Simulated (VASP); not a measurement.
# Al (Fm-3m) in VASP: further runs

The runs below take Al through single point, with LDA.

All numbers are computed with VASP 6.6.1; they aren't measurements. Logs are shortened: lines on timing, memory, paths and dates and some standing lists are left out, and cuts for length are marked.

### 1 The cell of the first run

Symmetry: Fm-3m, No. 225, cubic system. The conventional cell has a = 4.137 Å, b = 4.137 Å, c = 4.137 Å, α = 90.00°, β = 90.00°, γ = 90.00°. Within 3.9 Å of Al (site symmetry m-3m) lie 12 Al at 2.92 Å.

### 2 Single point, LDA (volume scaled by 1.12)

INCAR

```
SYSTEM = Al
PREC = Accurate ; ENCUT = 520
EDIFF = 1E-6 ; ISMEAR = -1
SIGMA = 0.1 ; LREAL = .FALSE.
LASPH = .TRUE. ; NELM = 60
ALGO = Normal ; ISIF = 2
LWAVE = .FALSE. ; LCHARG = .FALSE.
NBANDS = 8
```

KPOINTS

```
regular mesh
0
G
  22 22 22
  0 0 0
```

POSCAR

```
Al
1.0
    0.0000000000      2.0682836272      2.0682836272
    2.0682836272      0.0000000000      2.0682836272
    2.0682836272      2.0682836272      0.0000000000
Al
1
Direct
    0.0000000000      0.0000000000      0.0000000000
```

Potentials or basis: VASP PAW LDA potentials, release 64 (Al).

On the command line:

```sh
cat potpaw_LDA.64/Al/POTCAR > POTCAR
mpirun -np 1 vasp_std > vasp.out
```

OUTCAR:

```text
SYSTEM = Al
   PREC = Accurate
   ENCUT = 520
   EDIFF = 1E-6
   ISMEAR = -1
   LREAL = .FALSE.
   LASPH = .TRUE.
   NELM = 60
   ISIF = 2

 ion  position               nearest neighbor table
   1  0.000  0.000  0.000-

  LATTYP: Found a face centered cubic cell.
 ALAT       =     4.1365672544

  Lattice vectors:

 A1 = (   0.0000000000,   2.0682836272,   2.0682836272)
 A2 = (   2.0682836272,   0.0000000000,   2.0682836272)
 A3 = (   2.0682836272,   2.0682836272,   0.0000000000)

Analysis of symmetry for initial positions (statically):
=====================================================================
 Subroutine PRICEL returns:
 Original cell was already a primitive cell.

 Routine SETGRP: Setting up the symmetry group for a
 face centered cubic supercell.

 Subroutine GETGRP returns: Found 48 space group operations
 (whereof 48 operations were pure point group operations)
 out of a pool of 48 trial point group operations.

The static configuration has the point symmetry O_h .

Analysis of symmetry for dynamics (positions and initial velocities):
=====================================================================
 Subroutine PRICEL returns:
 Original cell was already a primitive cell.

 Routine SETGRP: Setting up the symmetry group for a
 face centered cubic supercell.

 Subroutine GETGRP returns: Found 48 space group operations
 (whereof 48 operations were pure point group operations)
 out of a pool of 48 trial point group operations.

The dynamic configuration has the point symmetry O_h .

 Subroutine INISYM returns: Found 48 space group operations
 (whereof 48 operations are pure point group operations),
 and found     1 'primitive' translations

----------------------------------------------------------------------------------------

                                     Primitive cell

  volume of cell :      17.6954

  direct lattice vectors                    reciprocal lattice vectors
     0.000000000  2.068283627  2.068283627    -0.241746341  0.241746341  0.241746341
     2.068283627  0.000000000  2.068283627     0.241746341 -0.241746341  0.241746341
     2.068283627  2.068283627  0.000000000     0.241746341  0.241746341 -0.241746341

  length of vectors
     2.924994756  2.924994756  2.924994756     0.418716946  0.418716946  0.418716946

  position of ions in fractional coordinates (direct lattice)
     0.000000000  0.000000000  0.000000000

  ion indices of the primitive-cell ions
   primitive index   ion index
                 1           1

----------------------------------------------------------------------------------------

 KPOINTS: regular mesh

Automatic generation of k-mesh.
 Grid dimensions read from file:
 generate k-points for:   22   22   22

 Generating k-lattice:

  Cartesian coordinates                     Fractional coordinates (reciprocal lattice)
    -0.010988470  0.010988470  0.010988470     0.045454545  0.000000000  0.000000000
     0.010988470 -0.010988470  0.010988470     0.000000000  0.045454545  0.000000000
     0.010988470  0.010988470 -0.010988470     0.000000000  0.000000000  0.045454545

  Length of vectors
     0.019032588  0.019032588  0.019032588

  Shift w.r.t. Gamma in fractional coordinates (k-lattice)
     0.000000000  0.000000000  0.000000000

 Subroutine IBZKPT returns following result:
 ===========================================

 Found    328 irreducible k-points:

 Following reciprocal coordinates:
            Coordinates               Weight
  0.000000  0.000000  0.000000      1.000000
  0.045455  0.000000  0.000000      8.000000
  0.090909  0.000000  0.000000      8.000000
  0.136364  0.000000  0.000000      8.000000
  0.181818  0.000000  0.000000      8.000000
  0.227273  0.000000  0.000000      8.000000
[... 16 lines left out ...]
  0.500000  0.045455  0.000000     24.000000
 -0.454545  0.045455  0.000000     24.000000
 [... further k-points ...]
   k-points           NKPTS =    328   k-points in BZ     NKDIM =    328   number of bands    NBANDS=      8
   number of dos      NEDOS =    301   number of ions     NIONS =      1
   total plane-waves  NPLWV =  13824
   dimension x,y,z NGX =    24 NGY =   24 NGZ =   24
   dimension x,y,z NGXF=    48 NGYF=   48 NGZF=   48
   ions per type =               1
   NGX,Y,Z   is equivalent  to a cutoff of  13.64, 13.64, 13.64 a.u.
   NGXF,Y,Z  is equivalent  to a cutoff of  27.28, 27.28, 27.28 a.u.
 SYSTEM =  Al
   PREC   = accura    normal or accurate (medium, high low for compatibility)
   ISTART =      0    job   : 0-new  1-cont  2-samecut
   ICHARG =      2    charge: 1-file 2-atom 10-const
   ISPIN  =      1    spin polarized calculation?
   LNONCOLLINEAR =      F non collinear calculations
   LSORBIT =      F    spin-orbit coupling
   LASPH  =      T    aspherical Exc in radial PAW
   ENCUT  =  520.0 eV  38.22 Ry    6.18 a.u.   5.44  5.44  5.44*2*pi/ulx,y,z
   NELM   =     60;   NELMIN=  2; NELMDL= -5     # of ELM steps
   EDIFF  = 0.1E-05   stopping-criterion for ELM
   LREAL  =      F    real-space projection
   EDIFFG = 0.1E-04   stopping-criterion for IOM
   NSW    =      0    number of steps for IOM
   IBRION =     -1    ionic relax: 0-MD 1-quasi-New 2-CG
   NFREE  =      0    steps in history (QN), initial steepest desc. (CG)
   ISIF   =      2    stress and relaxation
   ISYM   =      2    0-nonsym 1-usesym 2-fastsym
   POTIM  = 0.5000    time-step for ionic-motion
   TEBEG  =    0.0;   TEEND  =   0.0 temperature during run
   PSTRESS=    0.0 pullay stress
   NELECT =       3.0000    total number of electrons
   NUPDOWN=      -1.0000    fix difference up-down
   EMIN   =  10.00;   EMAX   =-10.00  energy-range for DOS
   EFERMI =   0.00;   METHOD = LEGACY
   ISMEAR =    -1;   SIGMA  =   0.10  broadening in eV -4-tet -1-fermi 0-gaus
   EFERMI_NEDOS =   21; number of points for ismear=-14 and -15
   IALGO  =     38    algorithm
   IMIX   =      4    mixing-type and parameters
     AMIX     =   0.40;   BMIX     =  1.00
     AMIX_MAG =   1.60;   BMIX_MAG =  1.00
  volume/ion in A,a.u.               =      17.70       119.41
  Fermi-wavevector in a.u.,A,eV,Ry     =   0.906070  1.712224 11.169881  0.820963
  Thomas-Fermi vector in A             =   2.029714
   LORBIT       =      0    0 simple, 1 ext, 2 COOP (PROOUT), +10 PAW based schemes
   GGA     = CA    functional components
   LHFCALC =     F    Hartree Fock is set to
   AEXX    =    0.0000 exact exchange contribution
   IVDW    =     0    specifies the selected vdW correction
   LEPSILON=     F    determine dielectric tensor
   LRPA    =     F    only Hartree local field effects (RPA)
 non-spin polarized calculation
  energy-cutoff  :      520.00
  volume of cell :       17.70
 maximum number of plane-waves:       531
 NGX is ok and might be reduce to    24
   NGX = 11   NGY = 11   NGZ = 11

 number of electron       3.0000000 magnetization

 Free energy of the ion-electron system (eV)
  ---------------------------------------------------
  ext. energy  EPLUGINS =         0.00000000
  ---------------------------------------------------
  free energy    TOTEN  =        -4.15213960 eV

  energy without entropy =       -4.13892766  energy(sigma->0) =       -4.14553363

 E-fermi :   7.0624     XC(G=0): -10.0877

 val. band max:        7.0553655665   @ k =  -0.2727   0.3182   0.0455
 cond. band min:       7.1083802086   @ k =  -0.4545   0.3636   0.0000
 fundamental gap:      0.0530146421
 Fermi energy:         7.0624340793

 k-point     1 :       0.0000    0.0000    0.0000
  band No.  band energies     occupation
      1      -3.5429      2.00000
      2      19.2852      0.00000
      3      19.2852      0.00000
      4      19.2852      0.00000
      5      20.0879      0.00000
      6      20.0879      0.00000
      7      20.0879      0.00000
      8      23.1996      0.00000

 k-point     2 :       0.0455    0.0000    0.0000
  band No.  band energies     occupation
      1      -3.4894      2.00000
      2      18.0615      0.00000
      3      18.9610      0.00000
      4      18.9610      0.00000
      5      20.4909      0.00000
      6      20.4909      0.00000
      7      20.7496      0.00000
      8      23.7265      0.00000

 k-point     3 :       0.0909    0.0000    0.0000
  band No.  band energies     occupation
      1      -3.3290      2.00000
      2      16.3434      0.00000
      3      18.4880      0.00000
      4      18.4880      0.00000
      5      21.0242      0.00000
      6      21.1855      0.00000
      7      21.1855      0.00000
      8      24.6025      0.00000

 k-point     4 :       0.1364    0.0000    0.0000
  band No.  band energies     occupation
      1      -3.0622      2.00000
      2      14.5844      0.00000
      3      18.0700      0.00000
      4      18.0700      0.00000
      5      20.9994      0.00000
      6      21.8725      0.00000
      7      21.8725      0.00000
      8      23.8781      0.00000

 k-point     5 :       0.1818    0.0000    0.0000
  band No.  band energies     occupation
      1      -2.6894      2.00000
      2      12.8537      0.00000
      3      17.7322      0.00000
      4      17.7322      0.00000
      5      20.8921      0.00000
      6      22.0306      0.00000
      7      22.0306      0.00000
      8      23.7673      0.00000

 k-point     6 :       0.2273    0.0000    0.0000
  band No.  band energies     occupation
      1      -2.2114      2.00000
      2      11.1785      0.00000
      3      17.4807      0.00000
      4      17.4807      0.00000
      5      20.7867      0.00000
      6      21.4398      0.00000
      7      21.4398      0.00000
      8      24.5372      0.00000

 k-point     7 :       0.2727    0.0000    0.0000
  band No.  band energies     occupation
      1      -1.6294      2.00000
      2       9.5727      0.00000
      3      17.3172      0.00000
      4      17.3172      0.00000
      5      20.7043      0.00000
      6      20.7043      0.00000
      7      20.7234      0.00000
      8      24.6686      0.00000

 k-point     8 :       0.3182    0.0000    0.0000
  band No.  band energies     occupation
      1      -0.9444      2.00000
      2       8.0445      0.00011
      3      17.2417      0.00000
      4      17.2417      0.00000
      5      20.0015      0.00000
      6      20.0015      0.00000
      7      20.7242      0.00000
      8      23.9242      0.00000

 k-point     9 :       0.3636    0.0000    0.0000
  band No.  band energies     occupation
      1      -0.1578      2.00000
      2       6.5991      1.98073
      3      17.2528      0.00000
      4      17.2528      0.00000
      5      19.3714      0.00000
      6      19.3714      0.00000
      7      20.8012      0.00000
      8      23.2433      0.00000

 k-point    10 :       0.4091    0.0000    0.0000
  band No.  band energies     occupation
      1       0.7289      2.00000
      2       5.2407      2.00000
      3      17.3451      0.00000
      4      17.3451      0.00000
      5      18.8320      0.00000
      6      18.8320      0.00000
      7      20.9579      0.00000
      8      22.6429      0.00000
[... 78 lines left out ...]
 k-point    18 :       0.2727    0.0455    0.0000
  band No.  band energies     occupation
      1      -1.7879      2.00000
      2      10.1404      0.00000
      3      16.5140      0.00000
      4      17.7005      0.00000
      5      19.7747      0.00000
      6      21.3357      0.00000
      7      21.8448      0.00000
      8      24.0227      0.00000

 k-point    19 :       0.3182    0.0455    0.0000
  band No.  band energies     occupation
      1      -1.1373      2.00000
      2       8.5873      0.00000
      3      16.4106      0.00000
      4      17.5928      0.00000
      5      19.0450      0.00000
      6      21.1363      0.00000
      7      21.3072      0.00000
      8      24.4220      0.00000

 k-point    20 :       0.3636    0.0455    0.0000
  band No.  band energies     occupation
      1      -0.3846      2.00000
      2       7.1149      0.74354
      3      16.3974      0.00000
      4      17.5496      0.00000
      5      18.4062      0.00000
      6      20.4836      0.00000
      7      21.3495      0.00000
      8      23.8464      0.00000

 k-point    21 :       0.4091    0.0455    0.0000
  band No.  band energies     occupation
      1       0.4686      2.00000
      2       5.7279      2.00000
      3      16.4740      0.00000
      4      17.4619      0.00000
      5      17.9844      0.00000
      6      19.9073      0.00000
      7      21.4641      0.00000
      8      23.2557      0.00000

 k-point    22 :       0.4545    0.0455    0.0000
  band No.  band energies     occupation
      1       1.4207      2.00000
      2       4.4296      2.00000
      3      16.6394      0.00000
      4      17.1218      0.00000
      5      17.9938      0.00000
      6      19.4165      0.00000
      7      21.6344      0.00000
      8      22.7622      0.00000

 k-point    23 :       0.5000    0.0455    0.0000
  band No.  band energies     occupation
      1       2.4698      2.00000
      2       3.2230      2.00000
      3      16.7404      0.00000
      4      16.8909      0.00000
      5      18.2263      0.00000
      6      19.0179      0.00000
      7      21.7587      0.00000
      8      22.4853      0.00000

 k-point    24 :      -0.4545    0.0455    0.0000
  band No.  band energies     occupation
      1       2.1095      2.00000
      2       3.6148      2.00000
      3      16.4261      0.00000
      4      17.2212      0.00000
      5      18.5742      0.00000
      6      18.7205      0.00000
      7      21.6320      0.00000
      8      22.6358      0.00000

 [... further k-points ...]

------------------------ aborting loop because EDIFF is reached ----------------------------------------

  FORCE on cell =-STRESS in cart. coord.  units (eV):
  Direction    XX          YY          ZZ          XY          YZ          ZX
  --------------------------------------------------------------------------------------
  -------------------------------------------------------------------------------------
  Total       -0.8021490     -0.8021490     -0.8021490      0.0000000     -0.0000000      0.0000000
  in kB      -72.6282104    -72.6282104    -72.6282104      0.0000000     -0.0000000      0.0000000
  external PRESSURE =     -72.6282104 kB  Pullay stress =       0.0000000 kB

 VOLUME and BASIS-vectors are now :
 -----------------------------------------------------------------------------
  energy-cutoff  :      520.00
  volume of cell :       17.70
      direct lattice vectors                 reciprocal lattice vectors
     0.000000000  2.068283627  2.068283627    -0.241746341  0.241746341  0.241746341
     2.068283627  0.000000000  2.068283627     0.241746341 -0.241746341  0.241746341
     2.068283627  2.068283627  0.000000000     0.241746341  0.241746341 -0.241746341

 POSITION                                       TOTAL-FORCE (eV/Angst)
 -----------------------------------------------------------------------------------
      0.00000      0.00000      0.00000         0.000000     -0.000000     -0.000000
 -----------------------------------------------------------------------------------
    total drift:                                0.000000     -0.000000     -0.000000

  FREE ENERGIE OF THE ION-ELECTRON SYSTEM (eV)
  ---------------------------------------------------
  free  energy   TOTEN  =        -4.1521396024 eV

  energy  without entropy=       -4.1389276595  energy(sigma->0) =       -4.14553363
```

Wall time 56 s (1 thread of AMD EPYC 7R13 (Zen 3), shared host); peak memory 0.12 GiB.

Results:

```yaml
Free_energy: -4.1521 eV
Pressure: -7.3 GPa
```

Levels at points of the mesh, in eV from the Fermi level:
| k point | band 1 | band 2 | band 3 | band 4 | band 5 |
| --- | --- | --- | --- | --- | --- |
| (0.00, 0.00, 0.00) | -10.61 | 12.22 | 12.22 | 12.22 | 13.03 |
| (0.50, 0.00, 0.00) | -4.28 | -4.25 | 10.54 | 10.54 | 11.15 |
| (0.50, 0.50, 0.00) | -2.70 | -1.60 | 5.24 | 5.24 | 5.31 |

(Continued in part 2 of 2.)
